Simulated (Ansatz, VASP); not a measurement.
# One calculation of InSb, two programs

```
CELL_PARAMETERS angstrom
0.00000 3.14193 3.23910
3.14193 0.00000 3.23910
3.14193 3.14193 0.00000
ATOMIC_POSITIONS crystal
In 0.00000 0.00000 0.00000
Sb 0.75000 0.75000 0.75000
```

Change from the starting cell: strain -0.030 along x and y, +0.000 along z, atoms carried along.

Alike in both runs: task single point; functional PBE; k mesh 12 × 12 × 12; occupations gaussian, width 0.15 eV; no spin polarisation.

```csv
,VASP,Ansatz
version,VASP 6.6.1,Ansatz 0.2.0
potentials or method,"VASP PAW PBE potentials, release 64 (In_d, Sb), cutoff 520 eV","scalar-relativistic, plane waves, PAW"
valence electrons in the cell,18,28
```

|  | VASP | Ansatz | Ansatz less VASP |
| --- | --- | --- | --- |
| pressure (GPa) | 6.7 | 6.7 | +0.02 |
| traceless stress, the component that is largest in VASP (GPa) | -0.53 | -0.53 | +0.002 |

VASP's potentials hold 18 valence electrons a cell and Ansatz's 28, so a difference there can come from the potentials and not from the codes.

Spin-orbit coupling is off throughout.
